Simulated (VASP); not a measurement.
A run of VASP 6.6.1 is set up as follows.

File INCAR:

```
SYSTEM = H5Pt2
PREC     = Accurate       ! precision mode
ENCUT    = 520            ! plane-wave cutoff, eV
EDIFF    = 1E-7           ! SCF threshold, eV
ISMEAR   = 0              ! smearing method
SIGMA    = 0.1            ! smearing width, eV
LREAL    = .FALSE.        ! projectors in reciprocal space
LASPH    = .TRUE.         ! aspherical terms in the spheres
NELM     = 60             ! most SCF steps
ALGO     = Normal         ! electronic algorithm
ISIF     = 2              ! what is computed and relaxed
LWAVE    = .FALSE.        ! write WAVECAR
LCHARG   = .FALSE.        ! write CHGCAR
GGA      = PE             ! functional
NBANDS   = 22             ! bands
```

The input KPOINTS:

```
regular mesh
0
G
  6 6 4
  0 0 0
```

File POSCAR:

```
H5Pt2
1.0
    3.4157395500      0.0000000000      0.0000000000
    0.0000000000      3.4157395500      0.0000000000
    0.0000000000      0.0000000000      6.1995053100
H Pt
5 2
Direct
    0.7957880400      0.7957880400      0.7874776100
    0.2042119600      0.2042119600      0.7874776100
    0.2042119600      0.7957880400      0.7874776100
    0.7957880400      0.2042119600      0.7874776100
    0.5000000000      0.5000000000      0.3592423700
    0.5000000000      0.0000000000      0.2972208200
    0.0000000000      0.5000000000      0.2972208200
```

Potentials or basis: VASP PAW PBE potentials, release 64 (H, Pt).

Launch:

```bash
$ cat potpaw_PBE.64/H/POTCAR potpaw_PBE.64/Pt/POTCAR > POTCAR
$ mpirun -np 1 vasp_std > vasp.out
```

Q: Estimate the largest force.

A: 1.019 eV/Å.

Q: Estimate the pressure.

A: 17.8 GPa.

Forces on the atoms (eV/Å):
```
H    0.515  0.515  0.016
H   -0.515 -0.515  0.016
H   -0.515  0.515  0.016
H    0.515 -0.515  0.016
H    0.000  0.000  1.019
Pt   0.000  0.000 -0.541
Pt   0.000  0.000 -0.541
```

Caveat: the stress differs along the axes, from 1 to 26 GPa; an odd number of electrons without spin polarisation forces a metal; a magnetic or distorted state may lie lower.
